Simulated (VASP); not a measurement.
A run of VASP 6.6.1:

The input INCAR:

```
SYSTEM = Na
PREC = Accurate
ENCUT = 520
EDIFF = 1E-6
ISMEAR = 0
SIGMA = 0.1
LREAL = .False.
LASPH = .True.
NELM = 60
ALGO = Fast
ISIF = 2
LWAVE = .False.
LCHARG = .False.
GGA = PS
NBANDS = 10
```

KPOINTS

```
regular mesh
0
Gamma
  14 14 14
  0 0 0
```

The input POSCAR:

```
Na
1.0
   -1.9785136278      2.0241237489      2.7167108352
    1.9785136278     -1.9457438860      2.6605908243
    1.9785136278      1.9457438860     -2.6605908243
Na
1
Direct
    0.0000000000      0.0000000000      0.0000000000
```

Potentials or basis: VASP PAW PBE potentials, release 64 (Na_pv).

Command:

```sh
$ cat potpaw_PBE.64/Na_pv/POTCAR > POTCAR
$ mpirun -np 1 vasp_std > vasp.out
```

Hardware: 1 thread of Intel(R) Xeon(R) Platinum 8259CL CPU @ 2.50GHz (Skylake/Cascade Lake), with other jobs on the host.

How long does it take, and how much memory?

It took 3.6 min on 1 thread of Intel(R) Xeon(R) Platinum 8259CL CPU @ 2.50GHz (Skylake/Cascade Lake) (shared host), peak memory 0.36 GiB. Counts: scf iterations 11, k points 744.
